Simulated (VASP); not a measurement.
## KBr: single point with PBE

Crystal: KBr.

```xyz
2
Lattice="0.0000 3.3022 3.3022 3.3022 0.0000 3.3022 3.3022 3.3022 0.0000" Properties=species:S:1:pos:R:3 pbc="T T T"
K     0.0000    0.0000    0.0000
Br    3.3022    3.3022    3.3022
```

```yaml
Program: VASP 6.6.1
Task: single point
Functional: PBE
Potentials_or_basis: VASP PAW PBE potentials, release 64 (K_sv, Br)
Cutoff: 520 eV
k_mesh: 6 × 6 × 6
Occupations: gaussian, width 0.01 eV
Spin: no spin polarisation
Dipole_correction: no
Further_INCAR_settings: ALGO = Normal; EDIFF = 1e-07; NBANDS = 15
```

- Pressure: 0.7 GPa
- Band gap on the k mesh: 4.43 eV

Levels at points of the mesh, in eV from the valence-band top:
| k point | band 5 | band 6 | band 7 | band 8 | band 9 | band 10 | band 11 | band 12 |
| --- | --- | --- | --- | --- | --- | --- | --- | --- |
| (0.00, 0.00, 0.00) | -11.26 | 0.00 | 0.00 | 0.00 | 4.43 | 7.60 | 7.60 | 7.60 |
| (0.50, 0.00, 0.00) | -11.01 | -1.17 | -0.33 | -0.33 | 6.59 | 8.23 | 9.76 | 9.76 |
| (0.50, 0.50, 0.00) | -11.30 | -0.81 | -0.28 | -0.28 | 5.87 | 7.19 | 9.36 | 9.50 |

Run time: 25 s on 1 thread of AMD EPYC 7R13 Processor (Zen 3), on a shared host, peak memory 0.18 GiB.
